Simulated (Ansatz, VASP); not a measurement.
# Two plane-wave programs on Ta

```xyz
2
Lattice="2.8669 0.0000 0.0000 -1.4335 2.4828 0.0000 0.0000 0.0000 4.9387" Properties=species:S:1:pos:R:3 pbc="T T T"
Ta    1.4335    0.8276    3.7040
Ta    0.0000    1.6552    1.2347
```

Change from the starting cell: strain -0.0300 x Voigt [0, 0, 1, 0, 0, 0], atoms carried along.

Alike in both runs: task single point; functional PBEsol; k mesh 24 × 24 × 12; occupations gaussian, width 0.15 eV; no spin polarisation.

|  | VASP | Ansatz |
| --- | --- | --- |
| version | VASP 6.6.1 | Ansatz 0.2.0 |
| potentials or method | VASP PAW PBE potentials, release 64 (Ta_pv), cutoff 520 eV | scalar-relativistic, plane waves, PAW |
| valence electrons in the cell | 22 | 26 |

Ansatz gave:

| Property | Result |
| --- | --- |
| gap on the k mesh at the Fermi level (eV) | none |
| pressure (GPa) | 6.2 |
| traceless stress, the component that is largest in VASP (GPa) | 3.78 |

Problem. What did VASP give for the same quantities?

Solution. gap on the k mesh at the Fermi level (eV): none; pressure (GPa): 6.5; traceless stress, the component that is largest in VASP (GPa): 3.77.

VASP's potentials were made for PBE, not for PBEsol. A gap of «none» marks a metal or a gap that the smearing closes. VASP's potentials hold 22 valence electrons a cell and Ansatz's 26, so a difference there can come from the potentials and not from the codes.

Spin-orbit coupling is off throughout.
